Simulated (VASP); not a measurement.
# TiAl4Ni3 (P4/mmm) in VASP: a series of runs

TiAl4Ni3 is run at these levels: PBE; tasks: single point, relaxation of cell and atoms.

Everything below comes from runs of VASP 6.6.1. Logs are shortened: lines on timing, memory, paths and dates and some standing lists are left out, and cuts for length are marked.

## (1) The cell of the first run

Symmetry: P4/mmm, No. 123, tetragonal system. Conventional cell: a = 2.880 Å, b = 2.880 Å, c = 12.668 Å, α = 90.00°, β = 90.00°, γ = 90.00°. Within 3.7 Å of Ti (site symmetry 4/mmm) lie 8 Al at 2.83 Å and 4 Ti at 2.88 Å and 2 Ni at 3.43 Å. Al (site symmetry 4mm) has 4 Ni at 2.51 Å and 4 Ti at 2.83 Å and 5 Al at 2.88 to 2.91 Å within 3.3 Å. Within 3.3 Å of Al (site symmetry 4mm) lie 8 Ni at 2.50 Å and 6 Al at 2.88 to 2.91 Å. Ni (site symmetry 4mm) has 8 Al at 2.50 to 2.51 Å and 5 Ni at 2.88 to 2.90 Å within 3.3 Å. Ni (site symmetry 4/mmm) has 8 Al at 2.50 Å and 6 Ni at 2.88 to 2.90 Å within 3.3 Å.

## (2) Single point, PBE

The input, INCAR:

```
SYSTEM = TiAl4Ni3
ALGO = Fast ; EDIFF = 1E-6
ENCUT = 520 ; GGA = PE
ISIF = 2 ; ISMEAR = 0
LASPH = .True. ; LCHARG = .False.
LREAL = .False. ; LWAVE = .False.
NBANDS = 37 ; NELM = 80
PREC = Accurate ; SIGMA = 0.1
```

The input, KPOINTS:

```
k-points
0
Gamma
  14 14 4
  0 0 0
```

The input, POSCAR:

```
TiAl4Ni3
1.0
    2.8798628376      0.0000000000      0.0000000000
    0.0000000000      2.8798628376      0.0000000000
    0.0000000000      0.0000000000     12.6675640126
Ti Al Ni
1 4 3
Direct
    0.5000000000      0.5000000000      0.0000000000
    0.0000000000      0.0000000000      0.8442968872
    0.0000000000      0.0000000000      0.1557031128
    0.0000000000      0.0000000000      0.3853711100
    0.0000000000      0.0000000000      0.6146288900
    0.5000000000      0.5000000000      0.2709767176
    0.5000000000      0.5000000000      0.5000000000
    0.5000000000      0.5000000000      0.7290232824
```

Potentials or basis: VASP PAW PBE potentials, release 64 (Ti_sv, Al, Ni).

The run is started by

```sh
cat potpaw_PBE.64/Ti_sv/POTCAR potpaw_PBE.64/Al/POTCAR potpaw_PBE.64/Ni/POTCAR > POTCAR
mpirun -np 1 vasp_std > vasp.out
```

OUTCAR:

```text
SYSTEM = TiAl4Ni3
   EDIFF = 1E-6
   ENCUT = 520
   GGA = PE
   ISIF = 2
   ISMEAR = 0
   LASPH = .True.
   LREAL = .False.
   NELM = 80
   PREC = Accurate

 ion  position               nearest neighbor table
   1  0.500  0.500  0.000-   2 2.83   3 2.83   2 2.83   3 2.83   2 2.83   3 2.83   2 2.83   3 2.83

   2  0.000  0.000  0.844-   8 2.51   8 2.51   8 2.51   8 2.51   1 2.83   1 2.83   1 2.83   1 2.83
                             5 2.91
   3  0.000  0.000  0.156-   6 2.51   6 2.51   6 2.51   6 2.51   1 2.83   1 2.83   1 2.83   1 2.83
                             4 2.91
   4  0.000  0.000  0.385-   6 2.50   6 2.50   6 2.50   6 2.50   7 2.50   7 2.50   7 2.50   7 2.50
                             5 2.90   3 2.91
   5  0.000  0.000  0.615-   8 2.50   8 2.50   8 2.50   8 2.50   7 2.50   7 2.50   7 2.50   7 2.50
                             4 2.90   2 2.91
   6  0.500  0.500  0.271-   4 2.50   4 2.50   4 2.50   4 2.50   3 2.51   3 2.51   3 2.51   3 2.51
                             7 2.90
   7  0.500  0.500  0.500-   4 2.50   5 2.50   4 2.50   5 2.50   4 2.50   5 2.50   4 2.50   5 2.50
                             6 2.90   8 2.90
   8  0.500  0.500  0.729-   5 2.50   5 2.50   5 2.50   5 2.50   2 2.51   2 2.51   2 2.51   2 2.51
                             7 2.90

  LATTYP: Found a simple tetragonal cell.
 ALAT       =     2.8798628376
 C/A-ratio  =     4.3986692169

  Lattice vectors:

 A1 = (   2.8798628376,   0.0000000000,   0.0000000000)
 A2 = (   0.0000000000,   2.8798628376,   0.0000000000)
 A3 = (   0.0000000000,   0.0000000000,  12.6675640126)

Analysis of symmetry for initial positions (statically):
=====================================================================
 Subroutine PRICEL returns:
 Original cell was already a primitive cell.

 Routine SETGRP: Setting up the symmetry group for a
 simple tetragonal supercell.

 Subroutine GETGRP returns: Found 16 space group operations
 (whereof 16 operations were pure point group operations)
 out of a pool of 16 trial point group operations.

The static configuration has the point symmetry D_4h.

Analysis of symmetry for dynamics (positions and initial velocities):
=====================================================================
 Subroutine PRICEL returns:
 Original cell was already a primitive cell.

 Routine SETGRP: Setting up the symmetry group for a
 simple tetragonal supercell.

 Subroutine GETGRP returns: Found 16 space group operations
 (whereof 16 operations were pure point group operations)
 out of a pool of 16 trial point group operations.

The dynamic configuration has the point symmetry D_4h.

 Subroutine INISYM returns: Found 16 space group operations
 (whereof 16 operations are pure point group operations),
 and found     1 'primitive' translations

----------------------------------------------------------------------------------------

                                     Primitive cell

  volume of cell :     105.0598

  direct lattice vectors                    reciprocal lattice vectors
     2.879862838  0.000000000  0.000000000     0.347238760  0.000000000  0.000000000
     0.000000000  2.879862838  0.000000000     0.000000000  0.347238760  0.000000000
     0.000000000  0.000000000 12.667564013     0.000000000  0.000000000  0.078941776

  length of vectors
     2.879862838  2.879862838 12.667564013     0.347238760  0.347238760  0.078941776

  position of ions in fractional coordinates (direct lattice)
     0.500000000  0.500000000  0.000000000
     0.000000000  0.000000000  0.844296887
     0.000000000  0.000000000  0.155703113
     0.000000000  0.000000000  0.385371110
     0.000000000  0.000000000  0.614628890
     0.500000000  0.500000000  0.270976718
     0.500000000  0.500000000  0.500000000
     0.500000000  0.500000000  0.729023282

  ion indices of the primitive-cell ions
   primitive index   ion index
                 1           1
                 2           2
                 3           3
                 4           4
                 5           5
                 6           6
                 7           7
                 8           8

----------------------------------------------------------------------------------------

 KPOINTS: k-points

Automatic generation of k-mesh.
 Grid dimensions read from file:
 generate k-points for:   14   14    4

 Generating k-lattice:

  Cartesian coordinates                     Fractional coordinates (reciprocal lattice)
     0.024802769  0.000000000  0.000000000     0.071428571  0.000000000  0.000000000
     0.000000000  0.024802769  0.000000000     0.000000000  0.071428571  0.000000000
     0.000000000  0.000000000  0.019735444     0.000000000  0.000000000  0.250000000

  Length of vectors
     0.024802769  0.024802769  0.019735444

  Shift w.r.t. Gamma in fractional coordinates (k-lattice)
     0.000000000  0.000000000  0.000000000

 Subroutine IBZKPT returns following result:
 ===========================================

 Found    108 irreducible k-points:

 Following reciprocal coordinates:
            Coordinates               Weight
  0.000000  0.000000  0.000000      1.000000
  0.071429  0.000000  0.000000      4.000000
  0.142857  0.000000  0.000000      4.000000
  0.214286  0.000000  0.000000      4.000000
  0.285714  0.000000  0.000000      4.000000
  0.357143  0.000000  0.000000      4.000000
[... 16 lines left out ...]
  0.285714  0.214286  0.000000      8.000000
  0.357143  0.214286  0.000000      8.000000
 [... further k-points ...]
   k-points           NKPTS =    108   k-points in BZ     NKDIM =    108   number of bands    NBANDS=     37
   number of dos      NEDOS =    301   number of ions     NIONS =      8
   total plane-waves  NPLWV =  55296
   dimension x,y,z NGX =    24 NGY =   24 NGZ =   96
   dimension x,y,z NGXF=    48 NGYF=   48 NGZF=  192
   ions per type =               1   4   3
   NGX,Y,Z   is equivalent  to a cutoff of  13.85, 13.85, 12.60 a.u.
   NGXF,Y,Z  is equivalent  to a cutoff of  27.71, 27.71, 25.20 a.u.
 SYSTEM =  TiAl4Ni3
   PREC   = accura    normal or accurate (medium, high low for compatibility)
   ISTART =      0    job   : 0-new  1-cont  2-samecut
   ICHARG =      2    charge: 1-file 2-atom 10-const
   ISPIN  =      1    spin polarized calculation?
   LNONCOLLINEAR =      F non collinear calculations
   LSORBIT =      F    spin-orbit coupling
   LASPH  =      T    aspherical Exc in radial PAW
   ENCUT  =  520.0 eV  38.22 Ry    6.18 a.u.   5.35  5.35 23.55*2*pi/ulx,y,z
   NELM   =     80;   NELMIN=  2; NELMDL= -5     # of ELM steps
   EDIFF  = 0.1E-05   stopping-criterion for ELM
   LREAL  =      F    real-space projection
   EDIFFG = 0.1E-04   stopping-criterion for IOM
   NSW    =      0    number of steps for IOM
   IBRION =     -1    ionic relax: 0-MD 1-quasi-New 2-CG
   NFREE  =      0    steps in history (QN), initial steepest desc. (CG)
   ISIF   =      2    stress and relaxation
   ISYM   =      2    0-nonsym 1-usesym 2-fastsym
   POTIM  = 0.5000    time-step for ionic-motion
   TEBEG  =    0.0;   TEEND  =   0.0 temperature during run
   PSTRESS=    0.0 pullay stress
   NELECT =      54.0000    total number of electrons
   NUPDOWN=      -1.0000    fix difference up-down
   EMIN   =  10.00;   EMAX   =-10.00  energy-range for DOS
   EFERMI =   0.00;   METHOD = LEGACY
   ISMEAR =     0;   SIGMA  =   0.10  broadening in eV -4-tet -1-fermi 0-gaus
   EFERMI_NEDOS =   21; number of points for ismear=-14 and -15
   IALGO  =     68    algorithm
   IMIX   =      4    mixing-type and parameters
     AMIX     =   0.40;   BMIX     =  1.00
     AMIX_MAG =   1.60;   BMIX_MAG =  1.00
  volume/ion in A,a.u.               =      13.13        88.62
  Fermi-wavevector in a.u.,A,eV,Ry     =   1.311376  2.478141 23.398029  1.719707
  Thomas-Fermi vector in A             =   2.441842
   LORBIT       =      0    0 simple, 1 ext, 2 COOP (PROOUT), +10 PAW based schemes
   GGA     = PE    functional components
   LHFCALC =     F    Hartree Fock is set to
   AEXX    =    0.0000 exact exchange contribution
   IVDW    =     0    specifies the selected vdW correction
   LEPSILON=     F    determine dielectric tensor
   LRPA    =     F    only Hartree local field effects (RPA)
 non-spin polarized calculation
 RMM-DIIS sequential band-by-band and
 Gauss-broadening in eV      SIGMA  =   0.10
  energy-cutoff  :      520.00
  volume of cell :      105.06
 maximum number of plane-waves:      2866
 NGX is ok and might be reduce to    24
   NGX = 11   NGY = 11   NGZ = 47

 number of electron      54.0000015 magnetization

 Free energy of the ion-electron system (eV)
  ---------------------------------------------------
  ext. energy  EPLUGINS =         0.00000000
  ---------------------------------------------------
  free energy    TOTEN  =       -44.05233035 eV

  energy without entropy =      -44.02789504  energy(sigma->0) =      -44.04011270

 E-fermi :   9.3727     XC(G=0): -11.6959

 val. band max:        9.3725753968   @ k =   0.4286   0.2857   0.2500
 cond. band min:       9.3734145638   @ k =   0.5000   0.1429   0.5000
 fundamental gap:      0.0008391670
 Fermi energy:         9.3726750540

 k-point     1 :       0.0000    0.0000    0.0000
  band No.  band energies     occupation
      1     -47.2728      2.00000
      2     -23.6878      2.00000
      3     -23.2639      2.00000
      4     -23.2639      2.00000
      5      -1.4252      2.00000
      6      -0.5323      2.00000
[... 29 lines left out ...]
     36      16.4097      0.00000
     37      17.2981      0.00000

 k-point     2 :       0.0714    0.0000    0.0000
  band No.  band energies     occupation
      1     -47.2706      2.00000
      2     -23.6853      2.00000
      3     -23.2841      2.00000
      4     -23.2622      2.00000
      5      -1.3314      2.00000
      6      -0.4416      2.00000
[... 29 lines left out ...]
     36      15.9992      0.00000
     37      16.5072      0.00000

 k-point     3 :       0.1429    0.0000    0.0000
  band No.  band energies     occupation
      1     -47.2642      2.00000
      2     -23.6784      2.00000
      3     -23.3404      2.00000
      4     -23.2573      2.00000
      5      -1.0514      2.00000
      6      -0.1713      2.00000
[... 29 lines left out ...]
     36      15.7377      0.00000
     37      15.9658      0.00000

 k-point     4 :       0.2143    0.0000    0.0000
  band No.  band energies     occupation
      1     -47.2550      2.00000
      2     -23.6684      2.00000
      3     -23.4210      2.00000
      4     -23.2503      2.00000
      5      -0.5895      2.00000
      6       0.2735      2.00000
[... 29 lines left out ...]
     36      14.8716      0.00000
     37      16.0348      0.00000
[... 683 lines left out ...]
      1     -47.2373      2.00000
      2     -23.6498      2.00000
      3     -23.4097      2.00000
      4     -23.3986      2.00000
      5       0.2208      2.00000
      6       1.0515      2.00000
[... 29 lines left out ...]
     36      13.7737      0.00000
     37      14.5648      0.00000

 k-point    23 :       0.2857    0.2143    0.0000
  band No.  band energies     occupation
      1     -47.2272      2.00000
      2     -23.6391      2.00000
      3     -23.4912      2.00000
      4     -23.3942      2.00000
      5       0.8337      2.00000
      6       1.6352      2.00000
[... 29 lines left out ...]
     36      13.9068      0.00000
     37      14.2764      0.00000

 k-point    24 :       0.3571    0.2143    0.0000
  band No.  band energies     occupation
      1     -47.2180      2.00000
      2     -23.6294      2.00000
      3     -23.5684      2.00000
      4     -23.3857      2.00000
      5       1.5957      2.00000
      6       2.3519      2.00000
[... 29 lines left out ...]
     36      13.5645      0.00000
     37      14.3074      0.00000

 [... further k-points ...]

------------------------ aborting loop because EDIFF is reached ----------------------------------------

  FORCE on cell =-STRESS in cart. coord.  units (eV):
  Direction    XX          YY          ZZ          XY          YZ          ZX
  --------------------------------------------------------------------------------------
  -------------------------------------------------------------------------------------
  Total       -0.0380741     -0.0380741     -0.0465056      0.0000000      0.0000000      0.0000000
  in kB       -0.5806353     -0.5806353     -0.7092171      0.0000000      0.0000000      0.0000000
  external PRESSURE =      -0.6234959 kB  Pullay stress =       0.0000000 kB

 VOLUME and BASIS-vectors are now :
 -----------------------------------------------------------------------------
  energy-cutoff  :      520.00
  volume of cell :      105.06
      direct lattice vectors                 reciprocal lattice vectors
     2.879862838  0.000000000  0.000000000     0.347238760  0.000000000  0.000000000
     0.000000000  2.879862838  0.000000000     0.000000000  0.347238760  0.000000000
     0.000000000  0.000000000 12.667564013     0.000000000  0.000000000  0.078941776

 POSITION                                       TOTAL-FORCE (eV/Angst)
 -----------------------------------------------------------------------------------
      1.43993      1.43993      0.00000         0.000000      0.000000      0.000000
      0.00000      0.00000     10.69518         0.000000      0.000000      0.001233
      0.00000      0.00000      1.97238        -0.000000      0.000000     -0.001233
      0.00000      0.00000      4.88171         0.000000     -0.000000     -0.000396
      0.00000      0.00000      7.78585         0.000000     -0.000000      0.000396
      1.43993      1.43993      3.43261         0.000000     -0.000000     -0.001143
      1.43993      1.43993      6.33378         0.000000      0.000000      0.000000
      1.43993      1.43993      9.23495         0.000000      0.000000      0.001143
 -----------------------------------------------------------------------------------
    total drift:                                0.000000     -0.000000      0.000000

  FREE ENERGIE OF THE ION-ELECTRON SYSTEM (eV)
  ---------------------------------------------------
  free  energy   TOTEN  =       -44.0523303511 eV

  energy  without entropy=      -44.0278950415  energy(sigma->0) =      -44.04011270
```

Run time: 7.8 min. Hardware: 1 thread of AMD EPYC 9R45 (Zen 5), shared host; peak memory 0.46 GiB.

Results:

| Property | Result |
| --- | --- |
| Free energy | -44.0523 eV |
| Pressure | -0.1 GPa |
| Band gap on the k mesh | zero (bands 27 and 28 overlap by 1.32 eV) |

(Continued in part 2 of 2.)

The gap in the log of VASP goes by the Fermi energy; the results here count the filled bands.